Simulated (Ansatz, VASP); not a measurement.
# One calculation of BaTiO3, two programs

INCAR

```
SYSTEM = BaTiO3
PREC     = Accurate       ! precision mode
ENCUT    = 520            ! plane-wave cutoff, eV
EDIFF    = 1E-6           ! SCF threshold, eV
ISMEAR   = 0              ! smearing method
SIGMA    = 0.01           ! smearing width, eV
LREAL    = .FALSE.        ! projectors in reciprocal space
LASPH    = .TRUE.         ! aspherical terms in the spheres
NELM     = 150            ! most SCF steps
ALGO     = Normal         ! electronic algorithm
ISIF     = 2              ! what is computed and relaxed
LWAVE    = .FALSE.        ! write WAVECAR
LCHARG   = .TRUE.         ! write CHGCAR
LMAXMIX  = 4              ! l up to which the mixer works
LDAU     = .TRUE.         ! DFT+U
LDAUTYPE = 2            
LDAUL    = -1 2 -1        ! shell
LDAUU    = 0 7 0          ! U, eV
LDAUJ    = 0 0 0        
LDAUPRINT= 1            
GGA      = PE             ! functional
LELF     = .TRUE.         ! ELF
LVHAR    = .TRUE.       
NBANDS   = 28             ! bands
```

Contents of KPOINTS:

```
Automatic mesh
0
G
  6 6 6
  0 0 0
```

Contents of POSCAR:

```
BaTiO3
1.0
    3.9998000000      0.0000000000      0.0000000000
    0.0000000000      3.9998000000      0.0000000000
    0.0000000000      0.0000000000      4.0180000000
Ba Ti O
1 1 3
Direct
    0.0000000000      0.0000000000      0.0000000000
    0.5000000000      0.5000000000      0.4900000000
    0.5000000000      0.5000000000      0.0190000000
    0.5000000000      0.0000000000      0.5170000000
    0.0000000000      0.5000000000      0.5170000000
```

Input for Ansatz:

```yaml
crystal:
  lattice:
    - [3.9998, 0.0, 0.0]
    - [0.0, 3.9998, 0.0]
    - [0.0, 0.0, 4.018]
  atoms:
    - { symbol: Ba, position: [0.0, 0.0, 0.0] }
    - { symbol: Ti, position: [0.5, 0.5, 0.49] }
    - { symbol: O, position: [0.5, 0.5, 0.019] }
    - { symbol: O, position: [0.5, 0.0, 0.517] }
    - { symbol: O, position: [0.0, 0.5, 0.517] }
kpoints:
  mp_grid:
    grid: [6, 6, 6]
hamiltonian:
  xc: pbe
  hubbard:
    - { species: Ti, l: d, u_eff: 7.0 }
scf:
  occupations:
    method: fixed
output:
  eigenvalues: true
```

Alike in both runs: task single point; functional PBE; k mesh 6 × 6 × 6; no spin polarisation; Hubbard terms Ti d U = 7.0 eV.

```csv
,VASP,Ansatz
version,VASP 6.6.1,Ansatz 0.2.0
potentials or method,"VASP PAW PBE potentials, release 64 (Ba_sv, Ti_sv, O)","plane waves, PAW"
plane-wave cutoff (eV),520,420
occupations,"gaussian, width 0.01 eV",fixed
valence electrons in the cell,40,40
```

```tsv
	VASP	Ansatz	Ansatz less VASP
gap on the k mesh at the Fermi level (eV)	2.66	2.77	+0.106
```

The programs project onto different local orbitals, so the same U acts differently, and such runs can settle in different states.

Neither program's run includes spin-orbit coupling.
